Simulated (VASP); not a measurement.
# Ag (P6_3/mmc) in VASP: a series of runs

Runs on Ag. Level: PBE. Tasks: single point.

All numbers are computed with VASP 6.6.1; they aren't measurements. Logs are shortened: lines on timing, memory, paths and dates and some standing lists are left out, and cuts for length are marked.

**1. The cell of the first run**

It takes space group P6_3/mmc (No. 194, hexagonal). Conventional cell: a = 2.886 Å, b = 2.886 Å, c = 9.800 Å, α = 90.00°, β = 90.00°, γ = 120.00°. Ag (site symmetry -6m2) has 12 Ag at 2.89 to 2.96 Å within 3.8 Å. Ag (site symmetry -3m) has 12 Ag at 2.89 to 2.96 Å within 3.8 Å.

This isn't the form of Ag at room conditions, which is fcc.

**2. Single point, PBE (zz strain of -2 %)**

INCAR reads:

```
PREC = Accurate
ENCUT = 520
EDIFF = 1E-6
ISMEAR = -1
SIGMA = 0.08
LREAL = False
LASPH = True
NELM = 80
ALGO = Normal
ISIF = 2
LWAVE = False
LCHARG = False
GGA = PE
NBANDS = 30
```

KPOINTS reads:

```
Automatic mesh
0
Gamma
  14 14 4
```

POSCAR reads:

```
Ag
1.0
    2.8861989086      0.0000000000      0.0000000000
   -1.4430994543      2.4995215753      0.0000000000
    0.0000000000      0.0000000000      9.8000000000
Ag
4
Direct
    0.3333333333      0.6666666667      0.2500000000
    0.6666666667      0.3333333333      0.7500000000
    0.0000000000      0.0000000000      0.0000000000
    0.0000000000      0.0000000000      0.5000000000
```

Potentials or basis: VASP PAW PBE potentials, release 64 (Ag).

On the command line:

```console
$ cat potpaw_PBE.64/Ag/POTCAR > POTCAR
$ mpirun -np 1 vasp_std > vasp.out
```

OUTCAR:

```text
PREC = Accurate
   ENCUT = 520
   EDIFF = 1E-6
   ISMEAR = -1
   LREAL = False
   LASPH = True
   NELM = 80
   ISIF = 2
   GGA = PE

 ion  position               nearest neighbor table
   1  0.333  0.667  0.250-   3 2.96   4 2.96   3 2.96   4 2.96   3 2.96   4 2.96
   2  0.667  0.333  0.750-   3 2.96   4 2.96   3 2.96   4 2.96   3 2.96   4 2.96
   3  0.000  0.000  0.000-   1 2.96   2 2.96   2 2.96   1 2.96   2 2.96   1 2.96
   4  0.000  0.000  0.500-   1 2.96   2 2.96   2 2.96   1 2.96   2 2.96   1 2.96

  LATTYP: Found a hexagonal cell.
 ALAT       =     2.8861989086
 C/A-ratio  =     3.3954693735

  Lattice vectors:

 A1 = (   2.8861989086,   0.0000000000,   0.0000000000)
 A2 = (  -1.4430994543,   2.4995215753,   0.0000000000)
 A3 = (   0.0000000000,   0.0000000000,   9.8000000000)

Analysis of symmetry for initial positions (statically):
=====================================================================
 Subroutine PRICEL returns:
 Original cell was already a primitive cell.

 Routine SETGRP: Setting up the symmetry group for a
 hexagonal supercell.

 Subroutine GETGRP returns: Found 24 space group operations
 (whereof 12 operations were pure point group operations)
 out of a pool of 24 trial point group operations.

The static configuration has the point symmetry D_3d.
 The point group associated with its full space group is D_6h.

Analysis of symmetry for dynamics (positions and initial velocities):
=====================================================================
 Subroutine PRICEL returns:
 Original cell was already a primitive cell.

 Routine SETGRP: Setting up the symmetry group for a
 hexagonal supercell.

 Subroutine GETGRP returns: Found 24 space group operations
 (whereof 12 operations were pure point group operations)
 out of a pool of 24 trial point group operations.

The dynamic configuration has the point symmetry D_3d.
 The point group associated with its full space group is D_6h.

 Subroutine INISYM returns: Found 24 space group operations
 (whereof 12 operations are pure point group operations),
 and found     1 'primitive' translations

----------------------------------------------------------------------------------------

                                     Primitive cell

  volume of cell :      70.6983

  direct lattice vectors                    reciprocal lattice vectors
     2.886198909  0.000000000  0.000000000     0.346476467  0.200038281  0.000000000
    -1.443099454  2.499521575  0.000000000     0.000000000  0.400076563  0.000000000
     0.000000000  0.000000000  9.800000000     0.000000000  0.000000000  0.102040816

  length of vectors
     2.886198909  2.886198909  9.800000000     0.400076563  0.400076563  0.102040816

  position of ions in fractional coordinates (direct lattice)
     0.333333333  0.666666667  0.250000000
     0.666666667  0.333333333  0.750000000
     0.000000000  0.000000000  0.000000000
     0.000000000  0.000000000  0.500000000

  ion indices of the primitive-cell ions
   primitive index   ion index
                 1           1
                 2           2
                 3           3
                 4           4

----------------------------------------------------------------------------------------

 KPOINTS: Automatic mesh

Automatic generation of k-mesh.
 Grid dimensions read from file:
 generate k-points for:   14   14    4

 Generating k-lattice:

  Cartesian coordinates                     Fractional coordinates (reciprocal lattice)
     0.024748319  0.014288449  0.000000000     0.071428571  0.000000000  0.000000000
     0.000000000  0.028576897  0.000000000     0.000000000  0.071428571  0.000000000
     0.000000000  0.000000000  0.025510204     0.000000000  0.000000000  0.250000000

  Length of vectors
     0.028576897  0.028576897  0.025510204

  Shift w.r.t. Gamma in fractional coordinates (k-lattice)
     0.000000000  0.000000000  0.000000000

 Subroutine IBZKPT returns following result:
 ===========================================

 Found     72 irreducible k-points:

 Following reciprocal coordinates:
            Coordinates               Weight
  0.000000  0.000000  0.000000      1.000000
  0.071429  0.000000  0.000000      6.000000
  0.142857  0.000000  0.000000      6.000000
  0.214286 -0.000000  0.000000      6.000000
  0.285714  0.000000  0.000000      6.000000
  0.357143  0.000000  0.000000      6.000000
[... 16 lines left out ...]
  0.285714  0.285714  0.000000      6.000000
  0.357143  0.285714  0.000000      6.000000
 [... further k-points ...]
   k-points           NKPTS =     72   k-points in BZ     NKDIM =     72   number of bands    NBANDS=     30
   number of dos      NEDOS =    301   number of ions     NIONS =      4
   total plane-waves  NPLWV =  46080
   dimension x,y,z NGX =    24 NGY =   24 NGZ =   80
   dimension x,y,z NGXF=    48 NGYF=   48 NGZF=  160
   ions per type =               4
   NGX,Y,Z   is equivalent  to a cutoff of  13.82, 13.82, 13.57 a.u.
   NGXF,Y,Z  is equivalent  to a cutoff of  27.65, 27.65, 27.14 a.u.
 SYSTEM =  unknown system
   PREC   = accura    normal or accurate (medium, high low for compatibility)
   ISTART =      0    job   : 0-new  1-cont  2-samecut
   ICHARG =      2    charge: 1-file 2-atom 10-const
   ISPIN  =      1    spin polarized calculation?
   LNONCOLLINEAR =      F non collinear calculations
   LSORBIT =      F    spin-orbit coupling
   LASPH  =      T    aspherical Exc in radial PAW
   ENCUT  =  520.0 eV  38.22 Ry    6.18 a.u.   5.37  5.37 18.22*2*pi/ulx,y,z
   NELM   =     80;   NELMIN=  2; NELMDL= -5     # of ELM steps
   EDIFF  = 0.1E-05   stopping-criterion for ELM
   LREAL  =      F    real-space projection
   EDIFFG = 0.1E-04   stopping-criterion for IOM
   NSW    =      0    number of steps for IOM
   IBRION =     -1    ionic relax: 0-MD 1-quasi-New 2-CG
   NFREE  =      0    steps in history (QN), initial steepest desc. (CG)
   ISIF   =      2    stress and relaxation
   ISYM   =      2    0-nonsym 1-usesym 2-fastsym
   POTIM  = 0.5000    time-step for ionic-motion
   TEBEG  =    0.0;   TEEND  =   0.0 temperature during run
   PSTRESS=    0.0 pullay stress
   NELECT =      44.0000    total number of electrons
   NUPDOWN=      -1.0000    fix difference up-down
   EMIN   =  10.00;   EMAX   =-10.00  energy-range for DOS
   EFERMI =   0.00;   METHOD = LEGACY
   ISMEAR =    -1;   SIGMA  =   0.08  broadening in eV -4-tet -1-fermi 0-gaus
   EFERMI_NEDOS =   21; number of points for ismear=-14 and -15
   IALGO  =     38    algorithm
   IMIX   =      4    mixing-type and parameters
     AMIX     =   0.40;   BMIX     =  1.00
     AMIX_MAG =   1.60;   BMIX_MAG =  1.00
  volume/ion in A,a.u.               =      17.67       119.27
  Fermi-wavevector in a.u.,A,eV,Ry     =   1.397728  2.641323 26.580932  1.953643
  Thomas-Fermi vector in A             =   2.520956
   LORBIT       =      0    0 simple, 1 ext, 2 COOP (PROOUT), +10 PAW based schemes
   GGA     = PE    functional components
   LHFCALC =     F    Hartree Fock is set to
   AEXX    =    0.0000 exact exchange contribution
   IVDW    =     0    specifies the selected vdW correction
   LEPSILON=     F    determine dielectric tensor
   LRPA    =     F    only Hartree local field effects (RPA)
 non-spin polarized calculation
  energy-cutoff  :      520.00
  volume of cell :       70.70
 maximum number of plane-waves:      1944
 NGX is ok and might be reduce to    24
   NGX = 11   NGY = 11   NGZ = 37

 number of electron      44.0000004 magnetization

 Free energy of the ion-electron system (eV)
  ---------------------------------------------------
  ext. energy  EPLUGINS =         0.00000000
  ---------------------------------------------------
  free energy    TOTEN  =       -10.84656303 eV

  energy without entropy =      -10.81891455  energy(sigma->0) =      -10.83273879

 E-fermi :   7.9107     XC(G=0): -11.9944

 val. band max:        7.8806895264   @ k =   0.1429   0.0000   0.2500
 cond. band min:       7.9136012800   @ k =   0.5000   0.0000   0.0000
 fundamental gap:      0.0329117535
 Fermi energy:         7.9107042908

 k-point     1 :       0.0000    0.0000    0.0000
  band No.  band energies     occupation
      1       0.4328      2.00000
      2       1.6655      2.00000
      3       1.6696      2.00000
      4       1.7236      2.00000
      5       3.1060      2.00000
      6       3.2724      2.00000
[... 22 lines left out ...]
     29      23.6768      0.00000
     30      24.6234      0.00000

 k-point     2 :       0.0714    0.0000    0.0000
  band No.  band energies     occupation
      1       0.5754      2.00000
      2       1.7911      2.00000
      3       1.7934      2.00000
      4       1.8129      2.00000
      5       3.1238      2.00000
      6       3.1906      2.00000
[... 22 lines left out ...]
     29      23.6469      0.00000
     30      24.1030      0.00000

 k-point     3 :       0.1429    0.0000    0.0000
  band No.  band energies     occupation
      1       0.9808      2.00000
      2       2.0286      2.00000
      3       2.1152      2.00000
      4       2.1239      2.00000
      5       2.9278      2.00000
      6       3.0520      2.00000
[... 22 lines left out ...]
     29      22.6189      0.00000
     30      22.6512      0.00000

 k-point     4 :       0.2143   -0.0000    0.0000
  band No.  band energies     occupation
      1       1.5467      2.00000
      2       2.1802      2.00000
      3       2.3468      2.00000
      4       2.4346      2.00000
      5       2.7125      2.00000
      6       2.7993      2.00000
[... 22 lines left out ...]
     29      20.3333      0.00000
     30      20.3817      0.00000

 k-point     5 :       0.2857    0.0000    0.0000
  band No.  band energies     occupation
      1       1.9375      2.00000
      2       2.1063      2.00000
      3       2.1976      2.00000
      4       2.4075      2.00000
      5       2.5930      2.00000
      6       2.6595      2.00000
[... 22 lines left out ...]
     29      19.4965      0.00000
     30      19.6354      0.00000
[... 526 lines left out ...]
     29      15.4197      0.00000
     30      16.7611      0.00000

 k-point    22 :       0.3571    0.2143    0.0000
  band No.  band energies     occupation
      1       2.1501      2.00000
      2       2.2363      2.00000
      3       2.3831      2.00000
      4       2.6182      2.00000
      5       2.7493      2.00000
      6       2.8052      2.00000
[... 22 lines left out ...]
     29      15.9889      0.00000
     30      16.4407      0.00000

 k-point    23 :       0.2857    0.2857    0.0000
  band No.  band energies     occupation
      1       2.3717      2.00000
      2       2.3908      2.00000
      3       2.4180      2.00000
      4       2.6662      2.00000
      5       2.7672      2.00000
      6       2.8555      2.00000
[... 22 lines left out ...]
     29      14.5895      0.00000
     30      15.5367      0.00000

 k-point    24 :       0.3571    0.2857    0.0000
  band No.  band energies     occupation
      1       2.3605      2.00000
      2       2.4756      2.00000
      3       2.5706      2.00000
      4       2.6432      2.00000
      5       2.6937      2.00000
      6       2.7862      2.00000
[... 22 lines left out ...]
     29      14.4945      0.00000
     30      16.8739      0.00000

 [... further k-points ...]
[... 5 lines left out ...]
  --------------------------------------------------------------------------------------
  -------------------------------------------------------------------------------------
  Total        1.0383083      1.0383083     -0.6020988      0.0000000      0.0000000      0.0000000
  in kB       23.5303120     23.5303120    -13.6448618      0.0000000      0.0000000      0.0000000
  external PRESSURE =      11.1385874 kB  Pullay stress =       0.0000000 kB

 VOLUME and BASIS-vectors are now :
 -----------------------------------------------------------------------------
  energy-cutoff  :      520.00
  volume of cell :       70.70
      direct lattice vectors                 reciprocal lattice vectors
     2.886198909  0.000000000  0.000000000     0.346476467  0.200038281  0.000000000
    -1.443099454  2.499521575  0.000000000     0.000000000  0.400076563  0.000000000
     0.000000000  0.000000000  9.800000000     0.000000000  0.000000000  0.102040816

 POSITION                                       TOTAL-FORCE (eV/Angst)
 -----------------------------------------------------------------------------------
     -0.00000      1.66635      2.45000         0.000000     -0.000000      0.000000
      1.44310      0.83317      7.35000        -0.000000      0.000000      0.000000
      0.00000      0.00000      0.00000        -0.000000      0.000000     -0.000000
      0.00000      0.00000      4.90000        -0.000000      0.000000     -0.000000
 -----------------------------------------------------------------------------------
    total drift:                               -0.000000      0.000000     -0.000000

  FREE ENERGIE OF THE ION-ELECTRON SYSTEM (eV)
  ---------------------------------------------------
  free  energy   TOTEN  =       -10.8465630301 eV

  energy  without entropy=      -10.8189145486  energy(sigma->0) =      -10.83273879
```

Run time: 2.1 min. Hardware: 1 thread of Intel Xeon Platinum 8259CL at 2.50GHz (Skylake/Cascade Lake), shared host; peak memory 0.26 GiB.

What came out:

```yaml
Free_energy: -10.8466 eV
Pressure: 1.1 GPa
Band_gap_on_the_k_mesh: zero (bands 22 and 23 overlap by 6.04 eV)
```

Caveat: the cell differs from its parent crystal (zz strain of -2 %).

**3. Single point, PBE (zz strain of +1 %)**

INCAR reads:

```
PREC = Accurate
ENCUT = 520
EDIFF = 1E-7
ISMEAR = -1
SIGMA = 0.08
LREAL = F
LASPH = T
NELM = 100
ALGO = Normal
ISIF = 2
LWAVE = F
LCHARG = F
GGA = PE
NBANDS = 30
```

KPOINTS reads:

```
regular mesh
0
Gamma
  14 14 4
```

Edit POSCAR of step 2 so:

```diff
@@ -4,3 +4,3 @@
    -1.4430994543      2.4995215753      0.0000000000
-    0.0000000000      0.0000000000      9.8000000000
+    0.0000000000      0.0000000000     10.1000000000
 Ag
```

Potentials or basis: VASP PAW PBE potentials, release 64 (Ag).

On the command line:

```console
$ cat potpaw_PBE.64/Ag/POTCAR > POTCAR
$ mpirun -np 1 vasp_std > vasp.out
```

Run time: 2.1 min. Hardware: 1 thread of Intel Xeon Platinum 8259CL at 2.50GHz (Skylake/Cascade Lake), shared host; peak memory 0.27 GiB.

The run converged. Its results:

```yaml
Free_energy: -10.8049 eV
Pressure: -1.2 GPa
Band_gap_on_the_k_mesh: zero (bands 22 and 23 overlap by 6.14 eV)
```

Stress tensor (GPa, compression positive):
```
 0.66  0.00  0.00
 0.00  0.66  0.00
 0.00  0.00 -4.83
```

Levels at points of the mesh, in eV from the Fermi level:
```csv
k point,band 19,band 20,band 21,band 22,band 23,band 24,band 25,band 26
"(0.00, 0.00, 0.00)",-3.42,-3.33,-3.33,-3.03,-3.03,-0.65,2.39,9.25
"(0.50, 0.00, 0.00)",-2.75,-2.71,0.11,0.92,1.17,1.69,4.20,4.21
"(0.00, 0.00, 0.50)",-3.14,-3.14,-3.14,-3.14,-2.57,-2.57,5.05,5.05
"(0.50, 0.00, 0.50)",-2.72,-2.72,0.46,0.46,1.53,1.53,4.52,4.52
```

Caveat: the cell differs from its parent crystal (zz strain of +1 %); the stress differs along the axes, from -5 to 1 GPa.

The gap in the log of VASP goes by the Fermi energy; the results here count the filled bands.